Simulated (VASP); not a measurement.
Be2C: single point with PBEsol

Crystal: Be2C.

```
C Be
1.0
     0.00000    2.13574    2.13574
     2.13574    0.00000    2.13574
     2.13574    2.13574    0.00000
C Be
1 2
Direct
  0.00000 0.00000 0.00000
  0.75000 0.75000 0.75000
  0.25000 0.25000 0.25000
```

This cell differs from its parent crystal: volume scaled by 0.96.

```yaml
Program: VASP 6.6.1
Task: single point
Functional: PBEsol
Potentials_or_basis: VASP PAW PBE potentials, release 64 (C, Be)
Cutoff: 600 eV
k_mesh: 11 × 11 × 11
Occupations: fermi-dirac, width 0.05 eV
Spin: no spin polarisation
Dipole_correction: no
Further_INCAR_settings: ALGO = Normal; EDIFF = 1e-06; NBANDS = 11
```

```json
{
  "Pressure": "6.5 GPa",
  "Band gap on the k mesh": "1.17 eV, indirect (least direct gap 4.16 eV)"
}
```

Levels at points of the mesh, in eV from the valence-band top:
| k point | band 1 | band 2 | band 3 | band 4 | band 5 | band 6 | band 7 | band 8 |
| --- | --- | --- | --- | --- | --- | --- | --- | --- |
| (0.00, 0.00, 0.00) | -15.33 | 0.00 | 0.00 | 0.00 | 4.16 | 4.16 | 4.16 | 7.15 |

Run time: 17 s on 1 thread of Intel Xeon 8259CL, on a shared host, peak memory 0.14 GiB.

Caveat: the PAW data sets were made with another functional, which shifts forces and pressure a little. A k mesh can miss the band edges.
